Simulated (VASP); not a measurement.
# Zr (P6_3/mmc) in VASP: further runs, part 2 of 2

VASP 6.6.1. Earlier steps stand in the parts before.

### 4 Single point, r2SCAN

The input, POSCAR:

```
Zr
1.0
    3.2445832200      0.0000000000      0.0000000000
   -1.6222916100      2.8098914932      0.0000000000
    0.0000000000      0.0000000000      5.1573641137
Zr
2
Direct
    0.3333333333      0.6666666667      0.2500000000
    0.6666666667      0.3333333333      0.7500000000
```

The input, INCAR.step1:

```
SYSTEM = Zr
ALGO = Normal
EDIFF = 1E-4
ENCUT = 520
GGA = PE
ISMEAR = 0
LASPH = .TRUE.
LCHARG = .FALSE.
LREAL = .FALSE.
LWAVE = .TRUE.
NBANDS = 19
NELM = 100
PREC = Accurate
SIGMA = 0.03
```

The input, INCAR.step2:

```
SYSTEM = Zr
ALGO = Normal
EDIFF = 1E-7
ENCUT = 520
ISIF = 2
ISMEAR = 0
ISTART = 1
LASPH = .TRUE.
LCHARG = .FALSE.
LMIXTAU = .TRUE.
LREAL = .FALSE.
LWAVE = .FALSE.
METAGGA = R2SCAN
NBANDS = 19
NELM = 100
PREC = Accurate
SIGMA = 0.03
```

The input, KPOINTS:

```
k-points
0
G
  11 11 6
  0 0 0
```

Potentials or basis: VASP PAW PBE potentials, release 64 (Zr_sv).

Command:

```bash
cat potpaw_PBE.64/Zr_sv/POTCAR > POTCAR
cp INCAR.step1 INCAR
mpirun -np 1 vasp_std > vasp.out
cp INCAR.step2 INCAR
mpirun -np 1 vasp_std > vasp.out
```

OUTCAR:

```text
SYSTEM = Zr
   EDIFF = 1E-7
   ENCUT = 520
   ISIF = 2
   ISMEAR = 0
   ISTART = 1
   LASPH = .TRUE.
   LREAL = .FALSE.
   METAGGA = R2SCAN
   NELM = 100
   PREC = Accurate

 ion  position               nearest neighbor table
   1  0.333  0.667  0.250-   2 3.19   2 3.19   2 3.19   2 3.19   2 3.19   2 3.19
   2  0.667  0.333  0.750-   1 3.19   1 3.19   1 3.19   1 3.19   1 3.19   1 3.19

  LATTYP: Found a hexagonal cell.
 ALAT       =     3.2445832200
 C/A-ratio  =     1.5895305387

  Lattice vectors:

 A1 = (   3.2445832200,   0.0000000000,   0.0000000000)
 A2 = (  -1.6222916100,   2.8098914932,   0.0000000000)
 A3 = (   0.0000000000,   0.0000000000,   5.1573641137)

Analysis of symmetry for initial positions (statically):
=====================================================================
 Subroutine PRICEL returns:
 Original cell was already a primitive cell.

 Routine SETGRP: Setting up the symmetry group for a
 hexagonal supercell.

 Subroutine GETGRP returns: Found 24 space group operations
 (whereof 12 operations were pure point group operations)
 out of a pool of 24 trial point group operations.

The static configuration has the point symmetry D_3d.
 The point group associated with its full space group is D_6h.

Analysis of symmetry for dynamics (positions and initial velocities):
=====================================================================
 Subroutine PRICEL returns:
 Original cell was already a primitive cell.

 Routine SETGRP: Setting up the symmetry group for a
 hexagonal supercell.

 Subroutine GETGRP returns: Found 24 space group operations
 (whereof 12 operations were pure point group operations)
 out of a pool of 24 trial point group operations.

The dynamic configuration has the point symmetry D_3d.
 The point group associated with its full space group is D_6h.

 Subroutine INISYM returns: Found 24 space group operations
[... 106 lines left out ...]
   TEBEG  =    0.0;   TEEND  =   0.0 temperature during run
   PSTRESS=    0.0 pullay stress
   NELECT =      24.0000    total number of electrons
   NUPDOWN=      -1.0000    fix difference up-down
   EMIN   =  10.00;   EMAX   =-10.00  energy-range for DOS
   EFERMI =   0.00;   METHOD = LEGACY
   ISMEAR =     0;   SIGMA  =   0.03  broadening in eV -4-tet -1-fermi 0-gaus
   EFERMI_NEDOS =   21; number of points for ismear=-14 and -15
   IALGO  =     38    algorithm
   IMIX   =      4    mixing-type and parameters
     AMIX     =   0.40;   BMIX     =  1.00
     AMIX_MAG =   1.60;   BMIX_MAG =  1.00
  volume/ion in A,a.u.               =      23.51       158.65
  Fermi-wavevector in a.u.,A,eV,Ry     =   1.308338  2.472400 23.289736  1.711747
  Thomas-Fermi vector in A             =   2.439011
   LORBIT       =      0    0 simple, 1 ext, 2 COOP (PROOUT), +10 PAW based schemes
   METAGGA = R2SCAN    functional components
   LHFCALC =     F    Hartree Fock is set to
   AEXX    =    0.0000 exact exchange contribution
   IVDW    =     0    specifies the selected vdW correction
   LEPSILON=     F    determine dielectric tensor
   LRPA    =     F    only Hartree local field effects (RPA)
 non-spin polarized calculation
 Gauss-broadening in eV      SIGMA  =   0.03
  energy-cutoff  :      520.00
  volume of cell :       47.02
 maximum number of plane-waves:      1292
   NGX = 13   NGY = 13   NGZ = 19

 number of electron      24.0000001 magnetization

 Free energy of the ion-electron system (eV)
  ---------------------------------------------------
  ext. energy  EPLUGINS =         0.00000000
  ---------------------------------------------------
  free energy    TOTEN  =       -45.50102286 eV

  energy without entropy =      -45.50073098  energy(sigma->0) =      -45.50087692

 E-fermi :   8.9482     XC(G=0): -11.9011

 val. band max:        8.9217932089   @ k =   0.0909   0.0909   0.1667
 cond. band min:       8.9657024939   @ k =   0.0000   0.0000   0.5000
 fundamental gap:      0.0439092850
 Fermi energy:         8.9482319961

 k-point     1 :       0.0000    0.0000    0.0000
  band No.  band energies     occupation
      1     -41.6393      2.00000
      2     -41.4778      2.00000
      3     -19.4886      2.00000
      4     -18.5886      2.00000
      5     -18.5886      2.00000
      6     -18.4577      2.00000
[... 505 lines left out ...]
      6     -18.6801      2.00000
[... 11 lines left out ...]
     18      12.1799      0.00000
     19      14.0222      0.00000

 [... further k-points ...]
[... 5 lines left out ...]
  --------------------------------------------------------------------------------------
  -------------------------------------------------------------------------------------
  Total       -0.0362225     -0.0362225     -0.1053851     -0.0000000     -0.0000000      0.0000000
  in kB       -1.2342786     -1.2342786     -3.5909845     -0.0000000     -0.0000000      0.0000000
  external PRESSURE =      -2.0198472 kB  Pullay stress =       0.0000000 kB

 VOLUME and BASIS-vectors are now :
 -----------------------------------------------------------------------------
  energy-cutoff  :      520.00
  volume of cell :       47.02
      direct lattice vectors                 reciprocal lattice vectors
     3.244583220  0.000000000  0.000000000     0.308205995  0.177942814  0.000000000
    -1.622291610  2.809891493  0.000000000     0.000000000  0.355885628  0.000000000
     0.000000000  0.000000000  5.157364114     0.000000000  0.000000000  0.193897498

 POSITION                                       TOTAL-FORCE (eV/Angst)
 -----------------------------------------------------------------------------------
     -0.00000      1.87326      1.28934         0.000000     -0.000000      0.000000
      1.62229      0.93663      3.86802        -0.000000      0.000000      0.000000
 -----------------------------------------------------------------------------------
    total drift:                               -0.000000      0.000000     -0.000000

  FREE ENERGIE OF THE ION-ELECTRON SYSTEM (eV)
  ---------------------------------------------------
  free  energy   TOTEN  =       -45.5010228625 eV

  energy  without entropy=      -45.5007309754  energy(sigma->0) =      -45.50087692
```

OUTCAR.step1:

```text
SYSTEM = Zr
   EDIFF = 1E-4
   ENCUT = 520
   GGA = PE
   ISMEAR = 0
   LASPH = .TRUE.
   LREAL = .FALSE.
[... 751 lines left out ...]
     -0.00000      1.87326      1.28934        -0.000000      0.000000      0.000000
      1.62229      0.93663      3.86802         0.000000     -0.000000      0.000000
 -----------------------------------------------------------------------------------
    total drift:                               -0.000000      0.000000     -0.000000

  FREE ENERGIE OF THE ION-ELECTRON SYSTEM (eV)
  ---------------------------------------------------
  free  energy   TOTEN  =       -17.0422555039 eV

  energy  without entropy=      -17.0417088261  energy(sigma->0) =      -17.04198216
```

OSZICAR.step1:

```text
N       E                     dE             d eps       ncg     rms          rms(c)
DAV:   1     0.216114436425E+03    0.21611E+03   -0.13380E+04  2432   0.126E+03
DAV:   2    -0.166999876468E+01   -0.21778E+03   -0.21379E+03  2835   0.367E+02
DAV:   3    -0.173020476495E+02   -0.15632E+02   -0.15478E+02  4349   0.714E+01
DAV:   4    -0.177525683796E+02   -0.45052E+00   -0.44988E+00  2894   0.121E+01
DAV:   5    -0.177649301222E+02   -0.12362E-01   -0.12360E-01  3623   0.145E+00    0.141E+01
DAV:   6    -0.171568165308E+02    0.60811E+00   -0.94713E-01  2637   0.732E+00    0.551E+00
DAV:   7    -0.170359185980E+02    0.12090E+00   -0.60047E-01  3272   0.512E+00    0.112E+00
DAV:   8    -0.170421823365E+02   -0.62637E-02   -0.43522E-02  3218   0.147E+00    0.259E-01
DAV:   9    -0.170423106014E+02   -0.12826E-03   -0.15508E-03  3115   0.349E-01    0.354E-02
DAV:  10    -0.170422555039E+02    0.55098E-04   -0.28396E-05  1622   0.360E-02
   1 F= -.17042256E+02 E0= -.17041982E+02  d E =-.546678E-03
```

Run time: 2.9 min. Hardware: 1 thread of Intel Xeon 8259CL, shared host; peak memory 0.19 GiB.

Results:

* Free energy: -45.5010 eV
* Pressure: -0.2 GPa
* Band gap on the k mesh: zero (bands 12 and 13 overlap by 1.14 eV)

Stress tensor (GPa, compression positive):
```
-0.12  0.00  0.00
 0.00 -0.12  0.00
 0.00  0.00 -0.36
```

Caveat: the PAW data sets were made with another functional, which shifts forces and pressure a little.

### 5 Single point, r2SCAN

POSCAR is that of step 4.

The input, INCAR.step1:

```
PREC = Accurate ; ENCUT = 520
ISMEAR = 0 ; SIGMA = 0.1
LREAL = False ; LASPH = True
NELM = 100 ; NBANDS = 19
GGA = PE ; ALGO = Normal
EDIFF = 1E-4 ; LWAVE = True
LCHARG = False
```

The input, INCAR.step2:

```
PREC = Accurate ; ENCUT = 520
EDIFF = 1E-7 ; ISMEAR = 0
SIGMA = 0.1 ; LREAL = False
LASPH = True ; NELM = 100
ALGO = Normal ; ISIF = 2
LWAVE = False ; LCHARG = True
METAGGA = R2SCAN ; LMIXTAU = True
LELF = True ; LVHAR = True
NBANDS = 19 ; ISTART = 1
```

The input, KPOINTS:

```
regular mesh
0
Gamma
  11 11 6
```

Command:

```bash
cat potpaw_PBE.64/Zr_sv/POTCAR > POTCAR
cp INCAR.step1 INCAR
mpirun -np 1 vasp_std > vasp.out
cp INCAR.step2 INCAR
mpirun -np 1 vasp_std > vasp.out
```

Wall time 2.7 min (1 thread of Intel Xeon 8259CL, shared host); peak memory 0.19 GiB.

Results (log left out):

```
Free energy            : -45.5040 eV
Pressure               : -0.1 GPa
Band gap on the k mesh : zero (bands 12 and 13 overlap by 1.14 eV)
```

Stress tensor (GPa, compression positive):
```
-0.04  0.00  0.00
 0.00 -0.04  0.00
 0.00  0.00 -0.28
```

Levels at points of the mesh, in eV from the Fermi level:
```csv
k point,band 10,band 11,band 12,band 13,band 14,band 15
"(0.00, 0.00, 0.00)",-3.18,0.96,0.96,1.00,1.14,1.71
"(0.00, 0.00, 0.50)",-4.21,0.02,0.02,0.88,0.88,0.88
```

Caveat: the PAW data sets were made with another functional, which shifts forces and pressure a little.

### 6 Single point, r2SCAN

POSCAR is that of step 5.

The input, INCAR.step1:

```
PREC = Accurate
ENCUT = 520
ISMEAR = 0
SIGMA = 0.2
LREAL = False
LASPH = True
NELM = 100
NBANDS = 19
GGA = PE
ALGO = Normal
EDIFF = 1E-4
LWAVE = True
LCHARG = False
```

The input, INCAR.step2:

```
PREC = Accurate
ENCUT = 520
EDIFF = 1E-6
ISMEAR = 0
SIGMA = 0.2
LREAL = False
LASPH = True
NELM = 100
ALGO = Normal
ISIF = 2
LWAVE = False
LCHARG = False
METAGGA = R2SCAN
LMIXTAU = True
NBANDS = 19
ISTART = 1
```

KPOINTS is that of step 5.

Potentials or basis: VASP PAW PBE potentials, release 64 (Zr_sv).

Command:

```bash
cat potpaw_PBE.64/Zr_sv/POTCAR > POTCAR
cp INCAR.step1 INCAR
mpirun -np 1 vasp_std > vasp.out
cp INCAR.step2 INCAR
mpirun -np 1 vasp_std > vasp.out
```

Run time: 3.1 min. Hardware: 1 thread of Intel Xeon 8259CL, shared host; peak memory 0.2 GiB.

Results (log left out):

| Item | Value |
| --- | --- |
| Free energy | -45.5167 eV |
| Pressure | 0.0 GPa |
| Band gap on the k mesh | zero (bands 12 and 13 overlap by 1.14 eV) |

Stress tensor (GPa, compression positive):
```
 0.03  0.00  0.00
 0.00  0.03  0.00
 0.00  0.00 -0.13
```

Levels at points of the mesh, in eV from the Fermi level:
| k point | band 9 | band 10 | band 11 | band 12 | band 13 | band 14 | band 15 | band 16 |
| --- | --- | --- | --- | --- | --- | --- | --- | --- |
| (0.00, 0.00, 0.00) | -5.99 | -3.17 | 0.98 | 0.98 | 1.02 | 1.16 | 1.72 | 1.72 |
| (0.00, 0.00, 0.50) | -4.20 | -4.20 | 0.04 | 0.04 | 0.89 | 0.89 | 0.89 | 0.89 |

Caveat: the PAW data sets were made with another functional, which shifts forces and pressure a little.

### 7 Summary

| smearing | gap on the mesh (eV) | pressure (GPa) |
| --- | --- | --- |
| fermi-dirac 1 eV | none | 10.4 |
| gaussian 0.01 eV | none | -0.2 |
| gaussian 0.03 eV | none | -0.2 |
| gaussian 0.1 eV | none | -0.1 |
| gaussian 0.2 eV | none | 0.0 |

Alike in all rows: task single point; level r2SCAN; potentials or basis VASP PAW PBE potentials, release 64 (Zr_sv); no spin polarisation; cell as given; k mesh 11 × 11 × 6; cutoff (eV) 520.

Caveats: the PAW data sets were made with another functional, which shifts forces and pressure a little; the cell stands under pressure (at least some runs); so wide a smearing shifts energies and pressures (at least some runs).

Absolute energies hang on the potentials; compare differences alone.
